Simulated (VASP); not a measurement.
Sb, 2 atoms in the cell. The typed cell holds 2 atoms: a = 3.081 Å, b = 4.355 Å, c = 4.354 Å, α = 90.00°, β = 90.12°, γ = 90.00°. 

| Property | Result |
| --- | --- |
| Program | VASP 6.6.1 |
| Task | relaxation of cell and atoms |
| Functional | PBE |
| Potentials or basis | VASP PAW PBE potentials, release 64 (Sb) |
| Cutoff | 600 eV |
| k mesh | 14 × 10 × 10 |
| Occupations | gaussian, width 0.1 eV |
| Spin | no spin polarisation |
| Target pressure | 3 GPa |
| Dipole correction | no |
| Further INCAR settings | ALGO = Normal; EDIFF = 1e-06; IBRION = 2; EDIFFG = -0.008; NSW = 70; ISIF = 3 |

Potentials or basis: VASP PAW PBE potentials, release 64 (Sb).

Run with:

```sh
$ cat potpaw_PBE.64/Sb/POTCAR > POTCAR
$ mpirun -np 1 vasp_std > vasp.out
```

Hardware: 1 thread of Intel(R) Xeon(R) 6975P-C (Granite Rapids), on a shared host.

Question: How long does it take, and how much memory?

Answer: It took 4 min on 1 thread of Intel(R) Xeon(R) 6975P-C (Granite Rapids), with other jobs on the host, peak memory 0.4 GiB. Counts: scf iterations 33, k points 432, ion steps 5.
